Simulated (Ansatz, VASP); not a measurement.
## One calculation of Li2S, two programs

```
Li S
1.0
     0.00000    2.87290    2.87290
     2.87290    0.00000    2.87290
     2.87290    2.87290    0.00000
Li S
2 1
Cartesian
  1.4365 1.4365 1.4365
  4.3094 4.3094 4.3094
  0.0000 0.0000 0.0000
```

Change from the starting cell: volume scaled by 1.02, PAW files.

Alike in both runs: task electric field gradients; functional LDA; k mesh 7 × 7 × 7; occupations fermi-dirac, width 0.02 eV; no spin polarisation.

|  | VASP | Ansatz |
| --- | --- | --- |
| version | VASP 6.6.1 | Ansatz 0.2.0 |
| potentials or method | VASP PAW LDA potentials, release 64 (Li_sv, S) | PAW with Ansatz's default frozen-core files, scalar-relativistic |
| plane-wave cutoff (eV) | 650 | 420 |
| valence electrons in the cell | 12 | 12 |

```tsv
	VASP	Ansatz	Ansatz less VASP
gap on the k mesh at the Fermi level (eV)	3.33	3.33	-0.001
pressure (GPa)	-3.8	-3.6	+0.12
```

LDA's correlation is that of Perdew and Zunger in VASP and of Perdew and Wang (1992) in Ansatz.
